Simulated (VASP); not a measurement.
# SiGe (P6_3mc) in VASP: further runs

SiGe is run at these levels: r2SCAN; tasks: single point.

All numbers are computed with VASP 6.6.1; they aren't measurements. Logs are shortened: lines on timing, memory, paths and dates and some standing lists are left out, and cuts for length are marked.

## 1. The cell of the first run

The structure is hexagonal, space group P6_3mc (No. 186). The conventional cell has a = 3.731 Å, b = 3.731 Å, c = 6.187 Å, α = 90.00°, β = 90.00°, γ = 120.00°. Within 3.0 Å of Si (site symmetry 3m) lie 4 Ge at 2.29 to 2.31 Å. Ge (site symmetry 3m) has 4 Si at 2.29 to 2.31 Å within 3.0 Å.

## 2. Single point, r2SCAN

Input file POSCAR:

```
SiGe
1.0
    3.7310757742      0.0000000000      0.0000000000
   -1.8655378871      3.2312064039      0.0000000000
    0.0000000000      0.0000000000      6.1869130863
Si Ge
2 2
Direct
    0.6666666667      0.3333333333      0.8738834844
    0.3333333333      0.6666666667      0.3738834844
    0.6666666667      0.3333333333      0.5011155156
    0.3333333333      0.6666666667      0.0011155156
```

Input file INCAR.step1:

```
PREC     = Accurate       # precision mode
ENCUT    = 520            # plane-wave cutoff, eV
ISMEAR   = 0              # smearing method
SIGMA    = 0.02           # smearing width, eV
LREAL    = F              # projectors in reciprocal space
LASPH    = T              # aspherical terms in the spheres
NELM     = 100            # most SCF steps
NBANDS   = 26             # bands
GGA      = PE             # functional
ALGO     = Normal         # electronic algorithm
EDIFF    = 1E-4           # SCF threshold, eV
LWAVE    = T              # write WAVECAR
LCHARG   = F              # write CHGCAR
```

Input file INCAR.step2:

```
PREC     = Accurate       # precision mode
ENCUT    = 520            # plane-wave cutoff, eV
EDIFF    = 1E-6           # SCF threshold, eV
ISMEAR   = 0              # smearing method
SIGMA    = 0.02           # smearing width, eV
LREAL    = F              # projectors in reciprocal space
LASPH    = T              # aspherical terms in the spheres
NELM     = 100            # most SCF steps
ALGO     = Normal         # electronic algorithm
ISIF     = 2              # what is computed and relaxed
LWAVE    = F              # write WAVECAR
LCHARG   = F              # write CHGCAR
METAGGA  = R2SCAN         # meta-GGA
LMIXTAU  = T            
NBANDS   = 26             # bands
ISTART   = 1
```

Input file KPOINTS:

```
regular mesh
0
Gamma
  12 12 6
```

Potentials or basis: VASP PAW PBE potentials, release 64 (Si, Ge_d).

Started as:

```console
> cat potpaw_PBE.64/Si/POTCAR potpaw_PBE.64/Ge_d/POTCAR > POTCAR
> cp INCAR.step1 INCAR
> mpirun -np 1 vasp_std > vasp.out
> cp INCAR.step2 INCAR
> mpirun -np 1 vasp_std > vasp.out
```

OUTCAR:

```text
PREC = Accurate
   ENCUT = 520
   EDIFF = 1E-6
   ISMEAR = 0
   LREAL = F
   LASPH = T
   NELM = 100
   ISIF = 2
   METAGGA = R2SCAN
   ISTART = 1

 ion  position               nearest neighbor table
   1  0.667  0.333  0.874-   4 2.29   4 2.29   4 2.29   3 2.31
   2  0.333  0.667  0.374-   3 2.29   3 2.29   3 2.29   4 2.31
   3  0.667  0.333  0.501-   2 2.29   2 2.29   2 2.29   1 2.31
   4  0.333  0.667  0.001-   1 2.29   1 2.29   1 2.29   2 2.31

  LATTYP: Found a hexagonal cell.
 ALAT       =     3.7310757742
 C/A-ratio  =     1.6582115885

  Lattice vectors:

 A1 = (   3.7310757742,   0.0000000000,   0.0000000000)
 A2 = (  -1.8655378871,   3.2312064039,   0.0000000000)
 A3 = (   0.0000000000,   0.0000000000,   6.1869130863)

Analysis of symmetry for initial positions (statically):
=====================================================================
 Subroutine PRICEL returns:
 Original cell was already a primitive cell.

 Routine SETGRP: Setting up the symmetry group for a
 hexagonal supercell.

 Subroutine GETGRP returns: Found 12 space group operations
 (whereof  6 operations were pure point group operations)
 out of a pool of 24 trial point group operations.

The static configuration has the point symmetry C_3v.
 The point group associated with its full space group is C_6v.

Analysis of symmetry for dynamics (positions and initial velocities):
=====================================================================
 Subroutine PRICEL returns:
 Original cell was already a primitive cell.

 Routine SETGRP: Setting up the symmetry group for a
 hexagonal supercell.

 Subroutine GETGRP returns: Found 12 space group operations
 (whereof  6 operations were pure point group operations)
 out of a pool of 24 trial point group operations.

The dynamic configuration has the point symmetry C_3v.
 The point group associated with its full space group is C_6v.

 Subroutine INISYM returns: Found 12 space group operations
 (whereof  6 operations are pure point group operations),
 and found     1 'primitive' translations

----------------------------------------------------------------------------------------

                                     Primitive cell

  volume of cell :      74.5887

  direct lattice vectors                    reciprocal lattice vectors
     3.731075774  0.000000000  0.000000000     0.268019215  0.154740966  0.000000000
    -1.865537887  3.231206404  0.000000000     0.000000000  0.309481932  0.000000000
     0.000000000  0.000000000  6.186913086     0.000000000  0.000000000  0.161631493

  length of vectors
     3.731075774  3.731075774  6.186913086     0.309481932  0.309481932  0.161631493

  position of ions in fractional coordinates (direct lattice)
     0.666666667  0.333333333  0.873883484
     0.333333333  0.666666667  0.373883484
     0.666666667  0.333333333  0.501115516
     0.333333333  0.666666667  0.001115516

  ion indices of the primitive-cell ions
   primitive index   ion index
                 1           1
                 2           2
                 3           3
                 4           4

----------------------------------------------------------------------------------------

 KPOINTS: regular mesh

Automatic generation of k-mesh.
 Grid dimensions read from file:
 generate k-points for:   12   12    6

 Generating k-lattice:

  Cartesian coordinates                     Fractional coordinates (reciprocal lattice)
     0.022334935  0.012895080  0.000000000     0.083333333  0.000000000  0.000000000
     0.000000000  0.025790161  0.000000000     0.000000000  0.083333333  0.000000000
     0.000000000  0.000000000  0.026938582     0.000000000  0.000000000  0.166666667

  Length of vectors
     0.025790161  0.025790161  0.026938582

  Shift w.r.t. Gamma in fractional coordinates (k-lattice)
     0.000000000  0.000000000  0.000000000

 Subroutine IBZKPT returns following result:
 ===========================================

 Found     76 irreducible k-points:

 Following reciprocal coordinates:
            Coordinates               Weight
  0.000000  0.000000  0.000000      1.000000
  0.083333 -0.000000  0.000000      6.000000
  0.166667 -0.000000  0.000000      6.000000
  0.250000 -0.000000  0.000000      6.000000
  0.333333  0.000000  0.000000      6.000000
  0.416667 -0.000000  0.000000      6.000000
[... 16 lines left out ...]
  0.250000 -0.000000  0.166667     12.000000
  0.333333  0.000000  0.166667     12.000000
 [... further k-points ...]
   k-points           NKPTS =     76   k-points in BZ     NKDIM =     76   number of bands    NBANDS=     26
   number of dos      NEDOS =    301   number of ions     NIONS =      4
   total plane-waves  NPLWV =  37632
   dimension x,y,z NGX =    28 NGY =   28 NGZ =   48
   dimension x,y,z NGXF=    56 NGYF=   56 NGZF=   96
   ions per type =               2   2
   NGX,Y,Z   is equivalent  to a cutoff of  12.48, 12.48, 12.90 a.u.
   NGXF,Y,Z  is equivalent  to a cutoff of  24.95, 24.95, 25.80 a.u.
 SYSTEM =  unknown system
   PREC   = accura    normal or accurate (medium, high low for compatibility)
   ISTART =      1    job   : 0-new  1-cont  2-samecut
   ICHARG =      0    charge: 1-file 2-atom 10-const
   ISPIN  =      1    spin polarized calculation?
   LNONCOLLINEAR =      F non collinear calculations
   LSORBIT =      F    spin-orbit coupling
   LASPH  =      T    aspherical Exc in radial PAW
   ENCUT  =  520.0 eV  38.22 Ry    6.18 a.u.   6.94  6.94 11.50*2*pi/ulx,y,z
   NELM   =    100;   NELMIN=  2; NELMDL=  0     # of ELM steps
   EDIFF  = 0.1E-05   stopping-criterion for ELM
   LREAL  =      F    real-space projection
   EDIFFG = 0.1E-04   stopping-criterion for IOM
   NSW    =      0    number of steps for IOM
   IBRION =     -1    ionic relax: 0-MD 1-quasi-New 2-CG
   NFREE  =      0    steps in history (QN), initial steepest desc. (CG)
   ISIF   =      2    stress and relaxation
   ISYM   =      2    0-nonsym 1-usesym 2-fastsym
   POTIM  = 0.5000    time-step for ionic-motion
   TEBEG  =    0.0;   TEEND  =   0.0 temperature during run
   PSTRESS=    0.0 pullay stress
   NELECT =      36.0000    total number of electrons
   NUPDOWN=      -1.0000    fix difference up-down
   EMIN   =  10.00;   EMAX   =-10.00  energy-range for DOS
   EFERMI =   0.00;   METHOD = LEGACY
   ISMEAR =     0;   SIGMA  =   0.02  broadening in eV -4-tet -1-fermi 0-gaus
   EFERMI_NEDOS =   21; number of points for ismear=-14 and -15
   IALGO  =     38    algorithm
   IMIX   =      4    mixing-type and parameters
     AMIX     =   0.40;   BMIX     =  1.00
     AMIX_MAG =   1.60;   BMIX_MAG =  1.00
  volume/ion in A,a.u.               =      18.65       125.84
  Fermi-wavevector in a.u.,A,eV,Ry     =   1.284157  2.426705 22.436807  1.649059
  Thomas-Fermi vector in A             =   2.416367
   LORBIT       =      0    0 simple, 1 ext, 2 COOP (PROOUT), +10 PAW based schemes
   METAGGA = R2SCAN    functional components
   LHFCALC =     F    Hartree Fock is set to
   AEXX    =    0.0000 exact exchange contribution
   IVDW    =     0    specifies the selected vdW correction
   LEPSILON=     F    determine dielectric tensor
   LRPA    =     F    only Hartree local field effects (RPA)
 non-spin polarized calculation
 Gauss-broadening in eV      SIGMA  =   0.02
  energy-cutoff  :      520.00
  volume of cell :       74.59
 maximum number of plane-waves:      2028
 NGX is ok and might be reduce to    28
   NGX = 13   NGY = 13   NGZ = 23

 number of electron      35.9999993 magnetization

 Free energy of the ion-electron system (eV)
  ---------------------------------------------------
  ext. energy  EPLUGINS =         0.00000000
  ---------------------------------------------------
  free energy    TOTEN  =       -44.73401682 eV

  energy without entropy =      -44.73401682  energy(sigma->0) =      -44.73401682

 E-fermi :   7.1803     XC(G=0): -11.0068

 val. band max:        6.9821209632   @ k =   0.0000   0.0000   0.0000
 cond. band min:       7.4029674891   @ k =   0.5000  -0.0000   0.0000
 fundamental gap:      0.4208465258
 Fermi energy:         7.1803306467

 k-point     1 :       0.0000    0.0000    0.0000
  band No.  band energies     occupation
      1     -18.4569      2.00000
      2     -18.4568      2.00000
      3     -18.4516      2.00000
      4     -18.4516      2.00000
      5     -18.4467      2.00000
      6     -18.4466      2.00000
[... 18 lines left out ...]
     25      11.7111      0.00000
     26      13.8698      0.00000

 k-point     2 :       0.0833   -0.0000    0.0000
  band No.  band energies     occupation
      1     -18.4571      2.00000
      2     -18.4561      2.00000
      3     -18.4519      2.00000
      4     -18.4509      2.00000
      5     -18.4461      2.00000
      6     -18.4458      2.00000
[... 18 lines left out ...]
     25      12.0923      0.00000
     26      13.2223      0.00000

 k-point     3 :       0.1667   -0.0000    0.0000
  band No.  band energies     occupation
      1     -18.4582      2.00000
      2     -18.4545      2.00000
      3     -18.4523      2.00000
      4     -18.4490      2.00000
      5     -18.4445      2.00000
      6     -18.4434      2.00000
[... 18 lines left out ...]
     25      13.0744      0.00000
     26      13.5330      0.00000

 k-point     4 :       0.2500   -0.0000    0.0000
  band No.  band energies     occupation
      1     -18.4601      2.00000
      2     -18.4539      2.00000
      3     -18.4513      2.00000
      4     -18.4468      2.00000
      5     -18.4418      2.00000
      6     -18.4404      2.00000
[... 18 lines left out ...]
     25      14.0201      0.00000
     26      14.3723      0.00000
[... 496 lines left out ...]
      1     -18.4581      2.00000
      2     -18.4553      2.00000
      3     -18.4512      2.00000
      4     -18.4487      2.00000
      5     -18.4449      2.00000
      6     -18.4438      2.00000
[... 18 lines left out ...]
     25      12.9182      0.00000
     26      13.4060      0.00000

 k-point    23 :       0.2500   -0.0000    0.1667
  band No.  band energies     occupation
      1     -18.4600      2.00000
      2     -18.4553      2.00000
      3     -18.4497      2.00000
      4     -18.4463      2.00000
      5     -18.4422      2.00000
      6     -18.4408      2.00000
[... 18 lines left out ...]
     25      14.0546      0.00000
     26      14.3112      0.00000

 k-point    24 :       0.3333    0.0000    0.1667
  band No.  band energies     occupation
      1     -18.4620      2.00000
      2     -18.4562      2.00000
      3     -18.4476      2.00000
      4     -18.4444      2.00000
      5     -18.4394      2.00000
      6     -18.4379      2.00000
[... 18 lines left out ...]
     25      15.1456      0.00000
     26      15.2901      0.00000

 [... further k-points ...]
[... 5 lines left out ...]
  --------------------------------------------------------------------------------------
  -------------------------------------------------------------------------------------
  Total        6.9383433      6.9383433      6.9292373      0.0000000     -0.0000000      0.0000000
  in kB      149.0368229    149.0368229    148.8412234      0.0000000     -0.0000000      0.0000000
  external PRESSURE =     148.9716231 kB  Pullay stress =       0.0000000 kB

 VOLUME and BASIS-vectors are now :
 -----------------------------------------------------------------------------
  energy-cutoff  :      520.00
  volume of cell :       74.59
      direct lattice vectors                 reciprocal lattice vectors
     3.731075774  0.000000000  0.000000000     0.268019215  0.154740966  0.000000000
    -1.865537887  3.231206404  0.000000000     0.000000000  0.309481932  0.000000000
     0.000000000  0.000000000  6.186913086     0.000000000  0.000000000  0.161631493

 POSITION                                       TOTAL-FORCE (eV/Angst)
 -----------------------------------------------------------------------------------
      1.86554      1.07707      5.40664         0.000000      0.000000      0.002244
     -0.00000      2.15414      2.31318        -0.000000     -0.000000      0.002244
      1.86554      1.07707      3.10036        -0.000000      0.000000     -0.002244
     -0.00000      2.15414      0.00690         0.000000     -0.000000     -0.002244
 -----------------------------------------------------------------------------------
    total drift:                               -0.000001     -0.000001     -0.007718

  FREE ENERGIE OF THE ION-ELECTRON SYSTEM (eV)
  ---------------------------------------------------
  free  energy   TOTEN  =       -44.7340168162 eV

  energy  without entropy=      -44.7340168162  energy(sigma->0) =      -44.73401682
```

Run time: 6.1 min. Hardware: 1 thread of Intel Xeon Platinum 8259CL at 2.50GHz (Skylake/Cascade Lake), shared host; peak memory 0.27 GiB.

What came out:

```yaml
Free_energy: -44.7340 eV
Pressure: 14.9 GPa
Band_gap_on_the_k_mesh: 0.42 eV, indirect (least direct gap 1.22 eV)
```

Forces in eV/Å, atoms in the order of the input:
```
Si   0.000  0.000  0.002
Si   0.000  0.000  0.002
Ge   0.000  0.000 -0.002
Ge   0.000  0.000 -0.002
```

Caveat: the PAW data sets were made with another functional, which shifts forces and pressure a little.

## 3. Single point, r2SCAN

This run uses another cell than the first one, of 21.30 Å³/atom, 1.142 times its volume.

Input file POSCAR:

```
SiGe
1.0
    3.9043776430      0.0000000000      0.0000000000
   -1.9521888215      3.3812902248      0.0000000000
    0.0000000000      0.0000000000      6.4536796672
Si Ge
2 2
Direct
    0.6666666667      0.3333333333      0.8744661518
    0.3333333333      0.6666666667      0.3744661518
    0.6666666667      0.3333333333      0.5005328482
    0.3333333333      0.6666666667      0.0005328482
```

Input file INCAR.step1:

```
PREC = Accurate
ENCUT = 520
ISMEAR = 0
SIGMA = 0.02
LREAL = False
LASPH = True
NELM = 60
NBANDS = 26
GGA = PE
ALGO = Normal
EDIFF = 1E-4
LWAVE = True
LCHARG = False
```

Input file INCAR.step2:

```
PREC = Accurate
ENCUT = 520
EDIFF = 1E-7
ISMEAR = 0
SIGMA = 0.02
LREAL = False
LASPH = True
NELM = 60
ALGO = Normal
ISIF = 2
LWAVE = False
LCHARG = False
METAGGA = R2SCAN
LMIXTAU = True
NBANDS = 26
ISTART = 1
```

Input file KPOINTS:

```
regular mesh
0
Gamma
  12 12 4
```

Potentials or basis: VASP PAW PBE potentials, release 64 (Si, Ge_d).

Started as:

```console
> cat potpaw_PBE.64/Si/POTCAR potpaw_PBE.64/Ge_d/POTCAR > POTCAR
> cp INCAR.step1 INCAR
> mpirun -np 1 vasp_std > vasp.out
> cp INCAR.step2 INCAR
> mpirun -np 1 vasp_std > vasp.out
```

Run time: 3.6 min. Hardware: 1 thread of Intel Xeon 6975P-C (Granite Rapids), shared host; peak memory 0.27 GiB.

Results (log left out):

| Item | Value |
| --- | --- |
| Free energy | -45.1759 eV |
| Pressure | -0.1 GPa |
| Largest force | 0.003 eV/Å |
| Band gap on the k mesh | 0.66 eV, indirect (least direct gap 0.78 eV) |

Forces in eV/Å, atoms in the order of the input:
```
Si   0.000  0.000 -0.003
Si   0.000  0.000 -0.003
Ge   0.000  0.000  0.003
Ge   0.000  0.000  0.003
```

Levels at points of the mesh, in eV from the valence-band top:
| k point | band 15 | band 16 | band 17 | band 18 | band 19 | band 20 | band 21 | band 22 |
| --- | --- | --- | --- | --- | --- | --- | --- | --- |
| (0.00, 0.00, 0.00) | -1.66 | -0.34 | 0.00 | 0.00 | 0.78 | 1.91 | 2.23 | 2.23 |
| (0.50, 0.00, 0.00) | -4.92 | -3.32 | -3.09 | -1.61 | 0.66 | 2.33 | 3.54 | 3.60 |
| (0.00, 0.00, 0.50) | -1.01 | -1.01 | -1.01 | -1.01 | 1.58 | 1.58 | 3.34 | 3.34 |
| (0.50, 0.00, 0.50) | -2.71 | -2.71 | -2.63 | -2.63 | 0.93 | 0.93 | 2.11 | 2.11 |

Caveat: the PAW data sets were made with another functional, which shifts forces and pressure a little. r2SCAN opens gaps a little over a GGA but as a rule still falls short of measured ones.
